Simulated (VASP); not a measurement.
Crystal: HfO2.

```xyz
3
Lattice="0.0000 2.5575 2.5575 2.5575 0.0000 2.5575 2.5575 2.5575 0.0000" Properties=species:S:1:pos:R:3 pbc="T T T"
Hf    0.0000    0.0000    0.0000
O     3.8363    3.8363    3.8363
O     1.2788    1.2788    1.2788
```

- Program: VASP 6.6.1
- Task: relaxation of cell and atoms
- Functional: PBEsol
- Potentials or basis: VASP PAW PBE potentials, release 64 (Hf_pv, O)
- Cutoff: 600 eV
- k mesh: 9 × 9 × 9
- Occupations: fermi-dirac, width 0.05 eV
- Spin: no spin polarisation

At the start: pressure -13.7 GPa; volume 11.15 Å³/atom.

Task: Where does the relaxation end?

Result: Over 4 steps the energy falls by 28.0 meV/atom and the volume is 10.53 Å³/atom (-5.5 %); space group Fm-3m (No. 225, to 0.05 Å).

The path:
| step | energy change (eV) | largest force (eV/Å) | pressure (GPa) | volume (Å³) |
| --- | --- | --- | --- | --- |
| 1 | 0.0000 | 0.0000 | -13.74 | 33.46 |
| 2 | 0.1211 | 0.0000 | 27.64 | 29.03 |
| 3 | -0.0839 | 0.0000 | -0.36 | 31.64 |
| 4 | -0.0839 | 0.0000 | -0.03 | 31.60 |

Final structure:
```xyz
3
Lattice="0.0000 2.5093 2.5093 2.5093 0.0000 2.5093 2.5093 2.5093 0.0000" Properties=species:S:1:pos:R:3 pbc="T T T"
Hf    2.5093    2.5093    5.0186
O     3.7640    3.7640    3.7640
O     1.2547    1.2547    1.2547
```

Caveat: the PAW data sets were made with another functional, which shifts forces and pressure a little.
